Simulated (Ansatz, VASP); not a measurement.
# Si2S3: VASP beside Ansatz

The input INCAR:

```
SYSTEM = Si2S3
ALGO     = Normal         ! electronic algorithm
EDIFF    = 1E-6           ! SCF threshold, eV
EDIFFG   = -0.01          ! ionic threshold
ENCUT    = 600            ! plane-wave cutoff, eV
GGA      = PE             ! functional
IBRION   = 2              ! ionic algorithm
ISIF     = 3              ! what is computed and relaxed
ISMEAR   = 0              ! smearing method
LASPH    = .True.         ! aspherical terms in the spheres
LCHARG   = .False.        ! write CHGCAR
LREAL    = .False.        ! projectors in reciprocal space
LWAVE    = .False.        ! write WAVECAR
NELM     = 100            ! most SCF steps
NSW      = 100            ! ionic steps
PREC     = Accurate       ! precision mode
SIGMA    = 0.1            ! smearing width, eV
```

The input KPOINTS:

```
k-points
0
Gamma
  12 12 4
  0 0 0
```

File POSCAR:

```
Si2S3
1.0
    3.4663398572      0.0000000000      0.0000000000
   -1.7331699286      3.0019383745      0.0000000000
    0.0000000000      0.0000000000      9.0662350155
Si S
2 3
Direct
    0.3333333333      0.6666666667      0.1628905346
    0.6666666667      0.3333333333      0.8371094654
    0.0000000000      0.0000000000      0.0000000000
    0.3333333333      0.6666666667      0.7028434203
    0.6666666667      0.3333333333      0.2971565797
```

Input for Ansatz:

```yaml
crystal:
  lattice:
    - [3.4663398572, 0.0, 0.0]
    - [-1.7331699286, 3.0019383745, 0.0]
    - [0.0, 0.0, 9.0662350155]
  atoms:
    - { symbol: Si, position: [0.3333333333, 0.6666666667, 0.1628905346] }
    - { symbol: Si, position: [0.6666666667, 0.3333333333, 0.8371094654] }
    - { symbol: S, position: [0.0, 0.0, 0.0] }
    - { symbol: S, position: [0.3333333333, 0.6666666667, 0.7028434203] }
    - { symbol: S, position: [0.6666666667, 0.3333333333, 0.2971565797] }
basis:
  ecutwfc: 420
kpoints:
  mp_grid: { grid: [12, 12, 4] }
hamiltonian:
  xc: pbe
scf:
  occupations: { method: gaussian, width: 0.1 }
output:
  forces: true
  stress: true
  eigenvalues: true
relax:
  adjacent_minimum: "off"
  f_tol: 0.01
  max_steps: 80
  cell: { stress_tol: 0.05 }
```

Alike in both runs: task relaxation of cell and atoms; functional PBE; k mesh 12 × 12 × 4; occupations gaussian, width 0.1 eV; no spin polarisation.

|  | VASP | Ansatz |
| --- | --- | --- |
| version | VASP 6.6.1 | Ansatz 0.2.0 |
| potentials or method | VASP PAW PBE potentials, release 64 (Si, S), cutoff 600 eV | scalar-relativistic, plane waves, PAW |
| valence electrons in the cell | 26 | 26 |

```tsv
	VASP	Ansatz	Ansatz less VASP
gap on the k mesh at the Fermi level, each at its own relaxed structure (eV)	none	none	-
relaxed volume (Å³/atom)	18.87	19.23	+0.358
relaxed cell length with the largest relative difference (Å)	9.250	9.411	+0.1614
```

A gap of «none» marks a metal or a gap that the smearing closes.
